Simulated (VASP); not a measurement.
**PrHRh3: single point with PBE**

The system is PrHRh3.

```
Pr H Rh
1.0
     2.24901   -5.39525    0.00000
     2.24901    5.39525    0.00000
     0.00000    0.00000    5.20105
Pr H Rh
1 1 3
Direct
  0.00000 0.00000 0.00000
  0.50000 0.50000 0.50000
  0.00000 0.50000 0.00000
  0.50000 0.00000 0.00000
  0.00000 0.00000 0.50000
```

The cell was generated, and may not be a known phase.

- Program: VASP 6.6.1
- Task: single point
- Functional: PBE
- Potentials or basis: VASP PAW PBE potentials, release 64 (Pr_3, H, Rh_pv), 4f in core
- Cutoff: 500 eV
- k mesh: 4 × 4 × 4
- Occupations: gaussian, width 0.2 eV
- Spin: no spin polarisation
- Dipole correction: no
- Further INCAR settings: ALGO = Normal; EDIFF = 1e-06; NBANDS = 36

- Pressure: 0.5 GPa
- Band gap on the k mesh: zero (an odd number of electrons rules out a gap without spin polarisation)

Stress tensor (GPa, compression positive):
```
0.88 0.00 0.00
0.00 0.31 0.00
0.00 0.00 0.18
```

Levels at points of the mesh, in eV from the Fermi level:
| k point | band 25 | band 26 | band 27 | band 28 | band 29 | band 30 | band 31 | band 32 | band 33 | band 34 |
| --- | --- | --- | --- | --- | --- | --- | --- | --- | --- | --- |
| (0.00, 0.00, 0.00) | -0.70 | -0.40 | 0.46 | 0.46 | 1.18 | 1.24 | 2.29 | 2.73 | 2.94 | 5.00 |
| (0.50, 0.00, 0.00) | -1.28 | -1.22 | -1.18 | -0.80 | -0.75 | -0.43 | 0.42 | 1.04 | 2.74 | 3.84 |
| (0.50, 0.50, 0.00) | -0.71 | -0.57 | -0.51 | 0.65 | 0.98 | 1.17 | 1.24 | 1.64 | 2.62 | 3.04 |
| (0.00, 0.00, 0.50) | -0.70 | -0.67 | -0.02 | 0.37 | 1.18 | 1.24 | 1.94 | 2.51 | 2.54 | 2.76 |
| (0.50, 0.00, 0.50) | -1.21 | -1.06 | -0.80 | -0.77 | -0.52 | -0.25 | 0.71 | 1.88 | 1.99 | 2.34 |
| (0.50, 0.50, 0.50) | -0.27 | -0.24 | -0.24 | -0.16 | 0.52 | 0.82 | 1.17 | 1.24 | 1.31 | 2.03 |

Run time: 2.9 min on 1 thread of Intel(R) Xeon(R) Platinum 8375C CPU @ 2.90GHz (Ice Lake), with other jobs on the host, peak memory 0.32 GiB.

Caveat: the k points lie up to 0.38 Å⁻¹ apart, too coarse for converged energies and pressures of a metal; spin-orbit coupling is left out, which moves the levels of the heavy elements; the 4f electrons are frozen in the core, so they carry no moment and show no levels. Spin polarisation is off, so any magnetic state and its effect on volume and gap are missing.
